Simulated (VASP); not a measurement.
Here is a VASP 6.6.1 calculation.

The input POSCAR:

```
PbO2
1.0
    0.0000000000      2.6598338370      2.6598338370
    2.6598338370      0.0000000000      2.6598338370
    2.6598338370      2.6598338370      0.0000000000
Pb O
1 2
Direct
    0.0000000000      0.0000000000      0.0000000000
    0.2500000000      0.2500000000      0.2500000000
    0.7500000000      0.7500000000      0.7500000000
```

INCAR.step1

```
ALGO = Normal
EDIFF = 1E-4
ENCUT = 520
GGA = PE
ISMEAR = 0
LASPH = True
LCHARG = False
LREAL = False
LWAVE = True
NBANDS = 20
NELM = 80
PREC = Accurate
SIGMA = 0.1
```

Contents of INCAR.step2:

```
ALGO = Normal
EDIFF = 1E-7
ENCUT = 520
ISIF = 2
ISMEAR = 0
ISTART = 1
LASPH = True
LCHARG = True
LELF = True
LMIXTAU = True
LREAL = False
LVHAR = True
LWAVE = False
METAGGA = R2SCAN
NBANDS = 20
NELM = 80
PREC = Accurate
SIGMA = 0.1
```

File KPOINTS:

```
k-points
0
Gamma
  6 6 6
```

Potentials or basis: VASP PAW PBE potentials, release 64 (Pb_d, O).

The run is started by

```sh
$ cat potpaw_PBE.64/Pb_d/POTCAR potpaw_PBE.64/O/POTCAR > POTCAR
$ cp INCAR.step1 INCAR
$ mpirun -np 1 vasp_std > vasp.out
$ cp INCAR.step2 INCAR
$ mpirun -np 1 vasp_std > vasp.out
```

(1) Estimate the pressure.

(2) Estimate the band gap on the k mesh.

Results:

(1) 0.9 GPa.

(2) zero (band 13 reaches 5.90 eV, above the bottom of band 14 at 4.58 eV).

Caveat: the PAW data sets were made with another functional, which shifts forces and pressure a little; spin-orbit coupling is left out, which moves the levels of the heavy elements.
